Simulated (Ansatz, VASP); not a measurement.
## MgB2 in VASP and in Ansatz

File INCAR:

```
SYSTEM = MgB2
  ALGO = Normal
  EDIFF = 1E-6
  ENCUT = 520
  GGA = PS
  ISIF = 2
  ISMEAR = 0
  LASPH = .True.
  LCHARG = .False.
  LREAL = .False.
  LWAVE = .False.
  NBANDS = 11
  NELM = 60
  PREC = Accurate
  SIGMA = 0.05
```

The input KPOINTS:

```
k-points
0
Gamma
  12 12 10
  0 0 0
```

File POSCAR:

```
MgB2
1.0
    3.0665287164      0.0000000000      0.0000000000
   -1.5332643582      2.6556917698      0.0000000000
    0.0000000000      0.0000000000      3.4879448063
Mg B
1 2
Direct
    0.0000000000      0.0000000000      0.0000000000
    0.3594214634      0.6666666667      0.5000000000
    0.6666666667      0.3333333333      0.5000000000
```

Input for Ansatz:

```yaml
crystal:
  lattice:
    - [3.0665287164, 0.0, 0.0]
    - [-1.5332643582, 2.6556917698, 0.0]
    - [0.0, 0.0, 3.4879448063]
  atoms:
    - { symbol: Mg, position: [0.0, 0.0, 0.0] }
    - { symbol: B, position: [0.3594214634, 0.6666666667, 0.5] }
    - { symbol: B, position: [0.6666666667, 0.3333333333, 0.5] }
basis:
  ecutwfc: 420
  ecutrho_ratio: 4
kpoints:
  mp_grid: { grid: [12, 12, 10] }
hamiltonian:
  xc: pbesol
scf:
  occupations: { method: gaussian, width: 0.05 }
output:
  forces: true
  stress: true
  eigenvalues: true
```

Alike in both runs: task single point; functional PBEsol; k mesh 12 × 12 × 10; occupations gaussian, width 0.05 eV; no spin polarisation.

|  | VASP | Ansatz |
| --- | --- | --- |
| version | VASP 6.6.1 | Ansatz 0.2.0 |
| potentials or method | VASP PAW PBE potentials, release 64 (Mg, B), cutoff 520 eV | scalar-relativistic, plane waves, PAW |
| valence electrons in the cell | 8 | 16 |

VASP gave:

| Item | Value |
| --- | --- |
| gap on the k mesh at the Fermi level (eV) | none |
| pressure (GPa) | 0.6 |
| traceless stress, the component that is largest in VASP (GPa) | -1.85 |
| rms of the force components (eV/Å) | 0.284 |

Task: What did Ansatz give for the same quantities?

Result: gap on the k mesh at the Fermi level (eV): none; pressure (GPa): 0.6; traceless stress, the component that is largest in VASP (GPa): -1.81; rms of the force components (eV/Å): 0.279.

VASP's potentials were made for PBE, not for PBEsol. Atom by atom the forces differ by 0.004 eV/Å (rms over components). A gap of «none» marks a metal or a gap that the smearing closes. The functional is the same, so the differences come from potentials, cutoffs and numerics. VASP's potentials hold 8 valence electrons a cell and Ansatz's 16, so a difference there can come from the potentials and not from the codes.
